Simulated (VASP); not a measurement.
# LaAgS2: single point with PBEsol

LaAgS2:

```
Ag S La
1.0
     3.92512    0.00000    0.00000
     0.00000    3.92512    0.00000
     0.00000    0.00000   11.62002
Ag S La
2 4 2
Direct
  0.50000 0.00000 0.88391
  0.00000 0.50000 0.11609
  0.50000 0.00000 0.11186
  0.00000 0.50000 0.39508
  0.50000 0.00000 0.60492
  0.00000 0.50000 0.88814
  0.50000 0.00000 0.34129
  0.00000 0.50000 0.65871
```

- Program: VASP 6.6.1
- Task: single point
- Functional: PBEsol
- Potentials or basis: VASP PAW PBE potentials, release 64 (Ag, S, La)
- Cutoff: 520 eV
- k mesh: 6 × 6 × 2
- Occupations: fermi-dirac, width 0.03 eV
- Spin: no spin polarisation

| Property | Result |
| --- | --- |
| Pressure | -0.1 GPa |
| Largest force | 0.006 eV/Å |
| Band gap on the k mesh | zero (bands 34 and 35 overlap by 1.18 eV) |

Forces on the atoms (eV/Å):
```
Ag   0.000  0.000 -0.006
Ag   0.000  0.000  0.006
S    0.000  0.000  0.003
S    0.000  0.000 -0.005
S    0.000  0.000  0.005
S    0.000  0.000 -0.003
La   0.000  0.000 -0.001
La   0.000  0.000  0.001
```

Stress tensor (GPa, compression positive):
```
-0.09  0.00  0.00
 0.00 -0.09  0.00
 0.00  0.00  0.01
```

Levels at points of the mesh, in eV from the Fermi level:
```tsv
k point	band 31	band 32	band 33	band 34	band 35	band 36	band 37	band 38
(0.00, 0.00, 0.00)	-2.02	-1.41	-1.34	-1.34	-0.85	-0.33	0.79	1.43
(0.50, 0.00, 0.00)	-1.18	-1.18	0.33	0.33	1.88	1.88	2.18	2.18
(0.50, 0.50, 0.00)	-2.16	-2.16	-1.90	-1.90	1.39	1.39	1.71	1.71
(0.00, 0.00, 0.50)	-1.99	-1.43	-1.33	-1.33	-0.84	-0.33	1.33	1.61
(0.50, 0.00, 0.50)	-0.62	-0.62	0.34	0.34	1.81	1.81	2.17	2.17
(0.50, 0.50, 0.50)	-2.26	-2.26	-1.82	-1.82	1.70	1.70	1.74	1.74
```

Wall time 4.2 min on 1 thread of AMD EPYC 7R13 Processor (Zen 3), with other jobs on the host, peak memory 0.33 GiB.

Caveat: the PAW data sets were made with another functional, which shifts forces and pressure a little; spin-orbit coupling is left out, which moves the levels of the heavy elements.
